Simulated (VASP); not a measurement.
A run of VASP 6.6.1 is set up as follows.

The input INCAR:

```
SYSTEM = Si
ALGO = Normal
EDIFF = 1E-7
ENCUT = 520
GGA = PS
ISIF = 2
ISMEAR = -1
ISPIN = 2
LASPH = .True.
LCHARG = .False.
LORBIT = 11
LREAL = Auto
LWAVE = .False.
MAGMOM = 0 0.111 0 0 0.111 0 0.111 0 0.111 0 0.111 0 0 0.111 0.111 0.111 0.111
NBANDS = 52
NELECT = 67.0
NELM = 150
PREC = Accurate
SIGMA = 0.05
```

KPOINTS

```
k-points
0
Gamma
  3 3 3
  0 0 0
```

The input POSCAR:

```
Si
1.0
   10.8655790000      0.0000000000      0.0000000000
    0.0000000000      5.4327900000      0.0000000000
    0.0000000000      0.0000000000      5.4327900000
Si
17
Direct
    0.0064960000      0.9874800000      0.0199270000
    0.4986810000      0.9955750000      0.0042160000
    0.1179560000      0.2314940000      0.2776450000
    0.6320820000      0.2565680000      0.2320110000
    0.2501670000      0.5211940000      0.0089430000
    0.7419200000      0.5039230000      0.0109060000
    0.3794400000      0.7598960000      0.2598910000
    0.8663150000      0.7684620000      0.2241450000
    0.2492270000      0.0057990000      0.5133400000
    0.7538780000      0.9865790000      0.4843960000
    0.3738220000      0.2210050000      0.7210590000
    0.8812550000      0.2502710000      0.7549700000
    0.9952360000      0.5212860000      0.4982870000
    0.4999080000      0.5124960000      0.4919740000
    0.1236750000      0.7421880000      0.7570400000
    0.6286750000      0.7621230000      0.7525460000
    0.3779290000      0.8733710000      0.7408890000
```

Potentials or basis: VASP PAW PBE potentials, release 64 (Si).

The run is started by

```console
$ cat potpaw_PBE.64/Si/POTCAR > POTCAR
$ mpirun -np 1 vasp_std > vasp.out
```

Q: Predict the net moment.

A: 0.00 μB per cell.

Q: Estimate the largest force.

A: 13.195 eV/Å.

Forces on the atoms (eV/Å):
```
Si   -0.167   0.816  -1.549
Si    3.346   2.032   3.108
Si    0.295   2.120  -0.631
Si   -1.474  -0.868   1.798
Si    0.272  -1.969   0.189
Si    1.674   0.376  -2.080
Si   -0.987  -0.028  -0.170
Si    0.726  -1.754   0.743
Si   -5.410   0.024  -4.629
Si   -0.439   1.736   1.203
Si    1.371  12.569   1.481
Si   -0.528   0.087   0.063
Si   -0.453  -0.611  -0.334
Si    0.825  -1.150   0.615
Si   -0.440   0.381  -0.192
Si   -0.033  -0.670  -0.454
Si    1.422 -13.091   0.839
```

Caveat: the k points lie up to 0.39 Å⁻¹ apart; the cell carries a net charge on a neutralising background, which shifts energy and pressure; the PAW data sets were made with another functional, which shifts forces and pressure a little.
